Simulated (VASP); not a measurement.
# Bi4Te4 in VASP: relaxation of the atoms with PBE

Aim: the relaxation of the atoms of Bi4Te4 with PBE.

All numbers are computed with VASP 6.6.1; they aren't measurements. Logs are shortened: lines on timing, memory, paths and dates and some standing lists are left out, and cuts for length are marked.

## 1. The cell of the first run

The cell holds a cluster in a box, 8 atoms: a = 11.800 Å, b = 12.100 Å, c = 12.400 Å, α = 90.00°, β = 90.00°, γ = 90.00°.

## 2. Relaxation of the atoms, PBE

Contents of INCAR:

```
ALGO = Normal
EDIFF = 1E-6
EDIFFG = -0.03
ENCUT = 520
GGA = PE
IBRION = 2
ISIF = 2
ISMEAR = 0
LASPH = T
LCHARG = F
LREAL = F
LWAVE = F
NELM = 100
NSW = 60
PREC = Accurate
SIGMA = 0.05
```

Contents of KPOINTS:

```
k-points
0
Gamma
  1 1 1
```

Contents of POSCAR:

```
BiTe
1.0
   11.8000000000      0.0000000000      0.0000000000
    0.0000000000     12.1000000000      0.0000000000
    0.0000000000      0.0000000000     12.4000000000
Bi Te
4 4
Direct
    0.3704055979      0.3716454455      0.3689257487
    0.3539982387      0.6376528975      0.6225411738
    0.6413114320      0.3729288318      0.6209101994
    0.6337006697      0.6302626671      0.3661020490
    0.6338474046      0.3709921779      0.3754183409
    0.6375290516      0.6193757166      0.6441750189
    0.3708963416      0.3686162618      0.6241585326
    0.3682922817      0.6327910055      0.3574889450
```

Potentials or basis: VASP PAW PBE potentials, release 64 (Bi_d, Te).

Started as:

```
> cat potpaw_PBE.64/Bi_d/POTCAR potpaw_PBE.64/Te/POTCAR > POTCAR
> mpirun -np 1 vasp_gam > vasp.out
```

OUTCAR:

```text
EDIFF = 1E-6
   EDIFFG = -0.03
   ENCUT = 520
   GGA = PE
   IBRION = 2
   ISIF = 2
   ISMEAR = 0
   LASPH = T
   LREAL = F
   NELM = 100
   NSW = 60
   PREC = Accurate

 ion  position               nearest neighbor table
   1  0.370  0.372  0.369-   5 3.11   8 3.16   7 3.17
   2  0.354  0.638  0.623-   7 3.26   8 3.29   6 3.36
   3  0.641  0.373  0.621-   6 3.00   5 3.05   7 3.19
   4  0.634  0.630  0.366-   8 3.13   5 3.14   6 3.45
   5  0.634  0.371  0.375-   3 3.05   1 3.11   4 3.14
   6  0.638  0.619  0.644-   3 3.00   2 3.36   4 3.45
   7  0.371  0.369  0.624-   1 3.17   3 3.19   2 3.26
   8  0.368  0.633  0.357-   4 3.13   1 3.16   2 3.29

  LATTYP: Found a simple orthorhombic cell.
 ALAT       =    11.8000000000
 B/A-ratio  =     1.0254237288
 C/A-ratio  =     1.0508474576

  Lattice vectors:

 A1 = (  11.8000000000,   0.0000000000,   0.0000000000)
 A2 = (   0.0000000000,  12.1000000000,   0.0000000000)
 A3 = (   0.0000000000,   0.0000000000,  12.4000000000)

Analysis of symmetry for initial positions (statically):
=====================================================================
 Subroutine PRICEL returns:
 Original cell was already a primitive cell.

 Routine SETGRP: Setting up the symmetry group for a
 simple orthorhombic supercell.

 Subroutine GETGRP returns: Found  1 space group operations
 (whereof  1 operations were pure point group operations)
 out of a pool of  8 trial point group operations.

The static configuration has the point symmetry C_1 .

Analysis of symmetry for dynamics (positions and initial velocities):
=====================================================================
 Subroutine PRICEL returns:
 Original cell was already a primitive cell.

 Routine SETGRP: Setting up the symmetry group for a
 simple orthorhombic supercell.

 Subroutine GETGRP returns: Found  1 space group operations
 (whereof  1 operations were pure point group operations)
 out of a pool of  8 trial point group operations.

The dynamic configuration has the point symmetry C_1 .

 Subroutine INISYM returns: Found  1 space group operations
 (whereof  1 operations are pure point group operations),
 and found     1 'primitive' translations

----------------------------------------------------------------------------------------

                                     Primitive cell

  volume of cell :    1770.4720

  direct lattice vectors                    reciprocal lattice vectors
    11.800000000  0.000000000  0.000000000     0.084745763  0.000000000  0.000000000
     0.000000000 12.100000000  0.000000000     0.000000000  0.082644628  0.000000000
     0.000000000  0.000000000 12.400000000     0.000000000  0.000000000  0.080645161

  length of vectors
    11.800000000 12.100000000 12.400000000     0.084745763  0.082644628  0.080645161

  position of ions in fractional coordinates (direct lattice)
     0.370405598  0.371645446  0.368925749
     0.353998239  0.637652897  0.622541174
     0.641311432  0.372928832  0.620910199
     0.633700670  0.630262667  0.366102049
     0.633847405  0.370992178  0.375418341
     0.637529052  0.619375717  0.644175019
     0.370896342  0.368616262  0.624158533
     0.368292282  0.632791006  0.357488945

  ion indices of the primitive-cell ions
   primitive index   ion index
                 1           1
                 2           2
                 3           3
                 4           4
                 5           5
                 6           6
                 7           7
                 8           8

----------------------------------------------------------------------------------------

 KPOINTS: k-points

Automatic generation of k-mesh.
 Grid dimensions read from file:
 generate k-points for:    1    1    1

 Generating k-lattice:

  Cartesian coordinates                     Fractional coordinates (reciprocal lattice)
     0.084745763  0.000000000  0.000000000     1.000000000  0.000000000  0.000000000
     0.000000000  0.082644628  0.000000000     0.000000000  1.000000000  0.000000000
     0.000000000  0.000000000  0.080645161     0.000000000  0.000000000  1.000000000

  Length of vectors
     0.084745763  0.082644628  0.080645161

  Shift w.r.t. Gamma in fractional coordinates (k-lattice)
     0.000000000  0.000000000  0.000000000

 Subroutine IBZKPT returns following result:
 ===========================================

 Found      1 irreducible k-points:

 Following reciprocal coordinates:
            Coordinates               Weight
  0.000000  0.000000  0.000000      1.000000
   k-points           NKPTS =      1   k-points in BZ     NKDIM =      1   number of bands    NBANDS=     50
   number of dos      NEDOS =    301   number of ions     NIONS =      8
   total plane-waves  NPLWV = 777600
   dimension x,y,z NGX =    90 NGY =   90 NGZ =   96
   dimension x,y,z NGXF=   180 NGYF=  180 NGZF=  192
   ions per type =               4   4
   NGX,Y,Z   is equivalent  to a cutoff of  12.68, 12.37, 12.87 a.u.
   NGXF,Y,Z  is equivalent  to a cutoff of  25.36, 24.73, 25.74 a.u.
 SYSTEM =  unknown system
   PREC   = accura    normal or accurate (medium, high low for compatibility)
   ISTART =      0    job   : 0-new  1-cont  2-samecut
   ICHARG =      2    charge: 1-file 2-atom 10-const
   ISPIN  =      1    spin polarized calculation?
   LNONCOLLINEAR =      F non collinear calculations
   LSORBIT =      F    spin-orbit coupling
   LASPH  =      T    aspherical Exc in radial PAW
   ENCUT  =  520.0 eV  38.22 Ry    6.18 a.u.  21.94 22.50 23.06*2*pi/ulx,y,z
   NELM   =    100;   NELMIN=  2; NELMDL= -5     # of ELM steps
   EDIFF  = 0.1E-05   stopping-criterion for ELM
   LREAL  =      F    real-space projection
   EDIFFG = -.3E-01   stopping-criterion for IOM
   NSW    =     60    number of steps for IOM
   IBRION =      2    ionic relax: 0-MD 1-quasi-New 2-CG
   NFREE  =      1    steps in history (QN), initial steepest desc. (CG)
   ISIF   =      2    stress and relaxation
   ISYM   =      2    0-nonsym 1-usesym 2-fastsym
   POTIM  = 0.5000    time-step for ionic-motion
   TEBEG  =    0.0;   TEEND  =   0.0 temperature during run
   PSTRESS=    0.0 pullay stress
   NELECT =      84.0000    total number of electrons
   NUPDOWN=      -1.0000    fix difference up-down
   EMIN   =  10.00;   EMAX   =-10.00  energy-range for DOS
   EFERMI =   0.00;   METHOD = LEGACY
   ISMEAR =     0;   SIGMA  =   0.05  broadening in eV -4-tet -1-fermi 0-gaus
   EFERMI_NEDOS =   21; number of points for ismear=-14 and -15
   IALGO  =     38    algorithm
   IMIX   =      4    mixing-type and parameters
     AMIX     =   0.40;   BMIX     =  1.00
     AMIX_MAG =   1.60;   BMIX_MAG =  1.00
  volume/ion in A,a.u.               =     221.31      1493.47
  Fermi-wavevector in a.u.,A,eV,Ry     =   0.592659  1.119963  4.778975  0.351245
  Thomas-Fermi vector in A             =   1.641558
   LORBIT       =      0    0 simple, 1 ext, 2 COOP (PROOUT), +10 PAW based schemes
   GGA     = PE    functional components
   LHFCALC =     F    Hartree Fock is set to
   AEXX    =    0.0000 exact exchange contribution
   IVDW    =     0    specifies the selected vdW correction
   LEPSILON=     F    determine dielectric tensor
   LRPA    =     F    only Hartree local field effects (RPA)
 conjugate gradient relaxation of ions
 non-spin polarized calculation
 Gauss-broadening in eV      SIGMA  =   0.05
  energy-cutoff  :      520.00
  volume of cell :     1770.47
 maximum number of plane-waves:     23817
 NGX is ok and might be reduce to    90
   NGX = 43   NGY = 45   NGZ = 47

--------------------------------------- Ionic step        1  -------------------------------------------

 number of electron      84.0000005 magnetization

 Free energy of the ion-electron system (eV)
  ---------------------------------------------------
  ext. energy  EPLUGINS =         0.00000000
  ---------------------------------------------------
  free energy    TOTEN  =       -24.69532310 eV

  energy without entropy =      -24.65251681  energy(sigma->0) =      -24.67391996

------------------------ aborting loop because EDIFF is reached ----------------------------------------

  FORCE on cell =-STRESS in cart. coord.  units (eV):
  Direction    XX          YY          ZZ          XY          YZ          ZX
  --------------------------------------------------------------------------------------
  -------------------------------------------------------------------------------------
  Total       -6.8149246    -12.3857501     -6.0322580     -0.1952329     -0.2459086     -0.7052687
  in kB       -6.1671225    -11.2084054     -5.4588533     -0.1766748     -0.2225334     -0.6382284
  external PRESSURE =      -7.6114604 kB  Pullay stress =       0.0000000 kB
[... 107 lines left out ...]
  FREE ENERGIE OF THE ION-ELECTRON SYSTEM (eV)
  ---------------------------------------------------
  free  energy   TOTEN  =       -25.8385885287 eV

  energy  without entropy=      -25.8385885220  energy(sigma->0) =      -25.83858853

[... ionic steps 4 to 14 ...]

--------------------------------------- Ionic step       15  -------------------------------------------

 number of electron      84.0000005 magnetization

------------------------ aborting loop because EDIFF is reached ----------------------------------------

  FORCE on cell =-STRESS in cart. coord.  units (eV):
  Direction    XX          YY          ZZ          XY          YZ          ZX
  --------------------------------------------------------------------------------------
  -------------------------------------------------------------------------------------
  Total        0.0933997     -0.1421554      0.1544640     -0.0135562      0.1352074      0.1874305
  in kB        0.0845215     -0.1286427      0.1397812     -0.0122676      0.1223551      0.1696140
  external PRESSURE =       0.0318867 kB  Pullay stress =       0.0000000 kB
[... 69 lines left out ...]
  energy  without entropy=      -26.2009639598  energy(sigma->0) =      -26.20096396

--------------------------------------- Ionic step       17  -------------------------------------------

 number of electron      84.0000004 magnetization

 Free energy of the ion-electron system (eV)
  ---------------------------------------------------
  ext. energy  EPLUGINS =         0.00000000
  ---------------------------------------------------
  free energy    TOTEN  =       -26.20214545 eV

  energy without entropy =      -26.20214545  energy(sigma->0) =      -26.20214545

 E-fermi :  -2.3042     XC(G=0):  -2.4401

 val. band max:       -2.6193318756   @ k =   0.0000   0.0000   0.0000
 cond. band min:      -1.7830858739   @ k =   0.0000   0.0000   0.0000
 fundamental gap:      0.8362460017
 Fermi energy:        -2.3041689326

 k-point     1 :       0.0000    0.0000    0.0000
  band No.  band energies     occupation
      1     -25.4831      2.00000
      2     -25.4616      2.00000
      3     -25.4588      2.00000
      4     -25.4463      2.00000
      5     -25.4453      2.00000
      6     -25.4255      2.00000
[... 77 lines left out ...]
  FREE ENERGIE OF THE ION-ELECTRON SYSTEM (eV)
  ---------------------------------------------------
  free  energy   TOTEN  =       -26.2021454464 eV

  energy  without entropy=      -26.2021454464  energy(sigma->0) =      -26.20214545

 reached required accuracy - stopping structural energy minimisation
```

It took 38 min on 1 thread of Intel Xeon Platinum 8559C (Emerald Rapids), shared host; peak memory 1.5 GiB.

What came out:

* Free energy: -26.2021 eV
* Energy gained by relaxing: 188.4 meV/atom
* Ionic steps: 17
* Largest force after relaxing: 0.026 eV/Å
* Gap between the frontier levels: 0.84 eV

Forces on the atoms (eV/Å):
```
Bi  -0.017 -0.015 -0.004
Bi  -0.001  0.016 -0.021
Bi   0.006  0.002 -0.014
Bi  -0.005  0.003  0.007
Te  -0.001 -0.003  0.015
Te   0.007  0.001  0.019
Te   0.008  0.006 -0.024
Te   0.003 -0.011  0.022
```

Step by step:
```
step  energy change (eV)  largest force (eV/Å)  pressure (GPa)
   1              0.0000                1.4680           -0.76
   2             -0.5790                1.3585           -0.53
   3             -1.1433                0.8684            0.18
   4             -1.1479                0.6967            0.08
   5             -1.2762                0.4393            0.13
   6             -1.2818                0.5124            0.15
   7             -1.3417                0.2969            0.03
   8             -1.3622                0.3720           -0.09
   9             -1.3977                0.2973           -0.06
  10             -1.4247                0.5078            0.00
  11             -1.4542                0.3989            0.02
  12             -1.4790                0.3800            0.06
  13             -1.4949                0.2191            0.03
  14             -1.4995                0.1505            0.00
  15             -1.5047                0.0920            0.00
  16             -1.5056                0.0740            0.01
  17             -1.5068                0.0263            0.00
```

Final structure:
```
Bi Te
1.0
    11.80000    0.00000    0.00000
     0.00000   12.10000    0.00000
     0.00000    0.00000   12.40000
Bi Te
4 4
Direct
  0.35590 0.39239 0.37186
  0.36924 0.60841 0.63803
  0.64784 0.39089 0.62280
  0.63295 0.61037 0.35886
  0.63890 0.37584 0.38887
  0.61466 0.62513 0.62760
  0.36327 0.37446 0.60558
  0.38723 0.62677 0.36612
```

Caveat: spin-orbit coupling is left out, which moves the levels of the heavy elements.
